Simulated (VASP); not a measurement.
Runs of VASP 6.6.1 on ZnS. Symmetry: P6_3/mmc, No. 194, hexagonal system. The conventional cell has a = 3.590 Å, b = 3.590 Å, c = 5.880 Å, α = 90.00°, β = 90.00°, γ = 120.00°. Within 3.4 Å of Zn (site symmetry -3m) lie 6 S at 2.54 Å and 2 Zn at 2.94 Å. Within 3.4 Å of S (site symmetry -6m2) lie 6 Zn at 2.54 Å. 

```csv
level,potentials or basis,k mesh,gap on the mesh (eV),pressure (GPa)
r2SCAN,"VASP PAW PBE potentials, release 64 (Zn, S)",12 × 12 × 4,0.82,0.2
r2SCAN,"VASP PAW PBE potentials, release 64 (Zn, S)",6 × 6 × 2,0.81,0.2
PBE,"VASP PAW PBE potentials, release 64 (Zn, S)",12 × 12 × 4,(b),2.5
LDA,"VASP PAW LDA potentials, release 64 (Zn, S)",12 × 12 × 4,(a),-5.0
```

Alike in all rows: task single point; no spin polarisation; cell as given; cutoff (eV) 520; smearing gaussian 0.01 eV.

Question: Estimate the missing entries.

Answer: (a) 0.15; (b) 0.37.

Caveats: some runs use coarse meshes; the PAW data sets were made with another functional, which shifts forces and pressure a little (some runs).

A k mesh can miss the band edges.
